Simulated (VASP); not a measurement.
A run of VASP 6.6.1:

The input INCAR:

```
SYSTEM = NaLa
PREC = Accurate
ENCUT = 970
EDIFF = 1E-6
ISMEAR = -1
SIGMA = 0.05
LREAL = .FALSE.
LASPH = .TRUE.
NELM = 200
ALGO = Normal
ISIF = 2
LWAVE = .FALSE.
LCHARG = .TRUE.
GGA = PE
LELF = .TRUE.
LVHAR = .TRUE.
NBANDS = 17
GGA_COMPAT = .FALSE.
LMAXMIX = 6
```

File KPOINTS:

```
Automatic mesh
0
G
  7 7 4
  0 0 0
```

File POSCAR:

```
NaLa
1.0
    3.5701882610      0.0000000000      0.0000000000
   -1.7850941305      3.0918737303      0.0000000000
    0.0000000000      0.0000000000      6.4837820000
La Na
1 1
Direct
    0.3333333333      0.6666666667      0.5000000000
    0.0000000000      0.0000000000      0.0000000000
```

Potentials or basis: VASP PAW PBE potentials, release 64 (La, Na_sv).

Command:

```console
$ cat potpaw_PBE.64/La/POTCAR potpaw_PBE.64/Na_sv/POTCAR > POTCAR
$ mpirun -np 1 vasp_std > vasp.out
```

Hardware: 1 thread of Intel(R) Xeon(R) Platinum 8375C CPU @ 2.90GHz (Ice Lake) (shared host).

Question: How long does it take, and how much memory?

Answer: Run time: 60 s on 1 thread of Intel(R) Xeon(R) Platinum 8375C CPU @ 2.90GHz (Ice Lake), with other jobs on the host, peak memory 0.35 GiB. Counts: scf iterations 14, k points 24.
